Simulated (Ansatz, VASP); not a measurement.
# Ge in VASP and in Ansatz

File INCAR:

```
SYSTEM = Ge
PREC = Accurate ; ENCUT = 520
EDIFF = 1E-6 ; ISMEAR = 0
SIGMA = 0.1 ; LREAL = .FALSE.
LASPH = .TRUE. ; NELM = 100
ALGO = Normal ; ISIF = 2
LWAVE = .FALSE. ; LCHARG = .FALSE.
LDIPOL = .TRUE. ; IDIPOL = 3
DIPOL = 0.5 0.5 0.500 ; GGA = PE
IVDW = 12 ; NBANDS = 21
```

File KPOINTS:

```
Automatic mesh
0
G
  12 12 1
  0 0 0
```

Contents of POSCAR:

```
Ge
1.0
    3.9650000000      0.0000000000      0.0000000000
   -1.9825000000      3.4337907260      0.0000000000
    0.0000000000      0.0000000000     28.0000000000
Ge
2
Direct
    0.3333333333      0.6666666667      0.5026250000
    0.6666666667      0.3333333333      0.4973750000
```

Input for Ansatz:

```yaml
crystal:
  lattice:
    - [3.965, 0.0, 0.0]
    - [-1.9825, 3.433790726, 0.0]
    - [0.0, 0.0, 28.0]
  atoms:
    - { symbol: Ge, position: [0.3333333333, 0.6666666667, 0.502625] }
    - { symbol: Ge, position: [0.6666666667, 0.3333333333, 0.497375] }
  periodic: [true, true, false]
basis:
  ecutwfc: 420
kpoints:
  mp_grid: { grid: [12, 12, 1] }
hamiltonian:
  xc: pbe
  pseudopotentials: { kind: paw, azcp: { folder: soft_1 } }
  dispersion: d3bj
scf:
  occupations: { method: gaussian, width: 0.1 }
output:
  forces: true
  stress: true
  eigenvalues: true
```

Alike in both runs: task single point; functional PBE; dispersion D3(BJ); k mesh 12 × 12 × 1; occupations gaussian, width 0.1 eV; no spin polarisation.

|  | VASP | Ansatz |
| --- | --- | --- |
| version | VASP 6.6.1 | Ansatz 0.2.0 |
| potentials or method | VASP PAW PBE potentials, release 64 (Ge_d), cutoff 520 eV | scalar-relativistic, plane waves, PAW |
| valence electrons in the cell | 28 | 28 |

Ansatz gave:

| Quantity | Value |
| --- | --- |
| gap on the k mesh at the Fermi level (eV) | none |
| rms of the force components (eV/Å) | 0.227 |

Q: What did VASP give for the same quantities?

A: gap on the k mesh at the Fermi level (eV): none; rms of the force components (eV/Å): 0.224.

Atom by atom the forces differ by 0.003 eV/Å (rms over components). A gap of «none» marks a metal or a gap that the smearing closes.
